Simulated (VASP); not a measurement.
Input of a VASP 6.6.1 run:

INCAR

```
  ALGO = Normal
  EDIFF = 1E-6
  ENCUT = 520
  GGA = PE
  ISIF = 2
  ISMEAR = -1
  ISPIN = 2
  LASPH = True
  LCHARG = True
  LELF = True
  LMAXMIX = 4
  LORBIT = 11
  LREAL = False
  LVHAR = True
  LWAVE = False
  MAGMOM = 2
  NBANDS = 15
  NELM = 150
  NUPDOWN = 2.0
  PREC = Accurate
  SIGMA = 0.05
```

Contents of KPOINTS:

```
k-points
0
Gamma
  11 11 11
```

The input POSCAR:

```
Ni
1.0
    0.0000000000      1.7375729330      1.7375729330
    1.7375729330      0.0000000000      1.7375729330
    1.7375729330      1.7375729330      0.0000000000
Ni
1
Direct
    0.0000000000      0.0000000000      0.0000000000
```

Potentials or basis: VASP PAW PBE potentials, release 64 (Ni).

Run with:

```console
$ cat potpaw_PBE.64/Ni/POTCAR > POTCAR
$ mpirun -np 1 vasp_std > vasp.out
```

Problem. What does it give for the pressure?

Solution. 37.9 GPa.

Caveat: the total moment is fixed, so each spin has its own Fermi level.
